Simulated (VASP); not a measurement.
A run of VASP 6.6.1 is set up as follows.

Contents of INCAR:

```
SYSTEM = Ta
PREC = Accurate ; ENCUT = 520
EDIFF = 1E-6 ; ISMEAR = 0
SIGMA = 0.15 ; LREAL = .FALSE.
LASPH = .TRUE. ; NELM = 100
ALGO = Fast ; ISIF = 2
LWAVE = .FALSE. ; LCHARG = .FALSE.
GGA = CA ; NBANDS = 18
```

KPOINTS

```
Automatic mesh
0
G
  21 21 10
  0 0 0
```

Contents of POSCAR:

```
Ta
1.0
    2.9401081346      0.0000000000      0.0000000000
   -1.4700540673      2.5462083345      0.0000000000
    0.0000000000      0.0000000000      5.0275715252
Ta
2
Direct
    0.6666666667      0.3333333333      0.7500000000
    0.3333333333      0.6666666667      0.2500000000
```

Potentials or basis: VASP PAW LDA potentials, release 64 (Ta_pv).

Run with:

```sh
$ cat potpaw_LDA.64/Ta_pv/POTCAR > POTCAR
$ mpirun -np 1 vasp_std > vasp.out
```

Task: Estimate the pressure.

Result: -11.5 GPa.

Task: Estimate the band gap on the k mesh.

Result: Zero (bands 11 and 12 overlap by 2.18 eV).

Stress tensor (GPa, compression positive):
```
-14.05   0.00   0.00
  0.00 -14.05   0.00
  0.00   0.00  -6.36
```

Caveat: the cell stands under tension; spin-orbit coupling is left out, which moves the levels of the heavy elements.
